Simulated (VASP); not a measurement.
**TiAl: single point with PBEsol**

The system is TiAl.

```
CELL_PARAMETERS angstrom
2.93300 0.00000 0.00000
-1.46650 2.54005 0.00000
0.00000 0.00000 4.61919
ATOMIC_POSITIONS crystal
Ti 0.00000 0.00000 0.00000
Al 0.33333 0.66667 0.50000
```

* Program: VASP 6.6.1
* Task: single point
* Functional: PBEsol
* Potentials or basis: VASP PAW PBE potentials, release 64 (Ti_sv, Al)
* Cutoff: 520 eV
* k mesh: 18 × 18 × 10
* Occupations: gaussian, width 0.15 eV
* Spin: no spin polarisation

```yaml
Pressure: -5.5 GPa
Band_gap_on_the_k_mesh: zero (an odd number of electrons rules out a gap without spin polarisation)
```

Stress tensor (GPa, compression positive):
```
-6.40  0.00  0.00
 0.00 -6.40  0.00
 0.00  0.00 -3.84
```

Levels at points of the mesh, in eV from the Fermi level:
```
           k point  band 6  band 7  band 8  band 9  band 10  band 11
(0.00, 0.00, 0.00)   -2.12   -1.52    1.21    1.21     2.55     2.55
(0.50, 0.00, 0.00)   -2.86   -1.42   -0.87    1.93     3.68     3.98
(0.00, 0.00, 0.50)   -5.13   -0.23    1.23    1.23     2.46     2.46
(0.50, 0.00, 0.50)   -2.31   -1.75    0.43    0.97     1.69     3.06
```

Run time: 4.9 min on 1 thread of Intel Xeon 8259CL, with other jobs on the host, peak memory 0.24 GiB.

Caveat: the cell stands under tension; the PAW data sets were made with another functional, which shifts forces and pressure a little.
